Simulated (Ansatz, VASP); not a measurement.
## PbO in VASP and in Ansatz

The input INCAR:

```
SYSTEM = PbO
PREC = Accurate ; ENCUT = 520
EDIFF = 1E-6 ; ISMEAR = 0
SIGMA = 0.02 ; LREAL = .FALSE.
LASPH = .TRUE. ; NELM = 100
ALGO = Normal ; ISIF = 2
LWAVE = .FALSE. ; LCHARG = .FALSE.
GGA = PS ; NBANDS = 28
```

File KPOINTS:

```
regular mesh
0
G
  8 8 6
  0 0 0
```

File POSCAR:

```
PbO
1.0
    3.9654576000      0.0000000000      0.0000000000
    0.0000000000      3.9654576000      0.0000000000
    0.0000000000      0.0000000000      5.3120205000
Pb O
2 2
Direct
    0.0000000000      0.5000000000      0.1928594515
    0.5000000000      0.0000000000      0.8071405485
    0.0000000000      0.0000000000      0.0000000000
    0.5000000000      0.5000000000      0.0000000000
```

Input for Ansatz:

```yaml
crystal:
  lattice:
    - [3.9654576, 0.0, 0.0]
    - [0.0, 3.9654576, 0.0]
    - [0.0, 0.0, 5.3120205]
  atoms:
    - { symbol: Pb, position: [0.0, 0.5, 0.1928594515] }
    - { symbol: Pb, position: [0.5, 0.0, 0.8071405485] }
    - { symbol: O, position: [0.0, 0.0, 0.0] }
    - { symbol: O, position: [0.5, 0.5, 0.0] }
basis:
  ecutwfc: 420
kpoints:
  mp_grid: { grid: [8, 8, 6] }
hamiltonian:
  xc: pbesol
scf:
  occupations: { method: gaussian, width: 0.02 }
output:
  forces: true
  stress: true
  eigenvalues: true
```

Alike in both runs: task single point; functional PBEsol; k mesh 8 × 8 × 6; occupations gaussian, width 0.02 eV; no spin polarisation.

```csv
,VASP,Ansatz
version,VASP 6.6.1,Ansatz 0.2.0
potentials or method,"VASP PAW PBE potentials, release 64 (Pb_d, O), cutoff 520 eV","scalar-relativistic, plane waves, PAW"
valence electrons in the cell,40,40
```

```tsv
	VASP	Ansatz	Ansatz less VASP
gap on the k mesh at the Fermi level (eV)	1.11	1.15	+0.035
least direct gap on the mesh (eV)	1.69	1.73	+0.038
pressure (GPa)	11.0	10.8	-0.17
traceless stress, the component that is largest in VASP (GPa)	-0.48	-0.41	+0.072
rms of the force components (eV/Å)	1.233	1.208	-0.0248
```

VASP's potentials were made for PBE, not for PBEsol. Atom by atom the forces differ by 0.025 eV/Å (rms over components).

Spin-orbit coupling is off throughout.
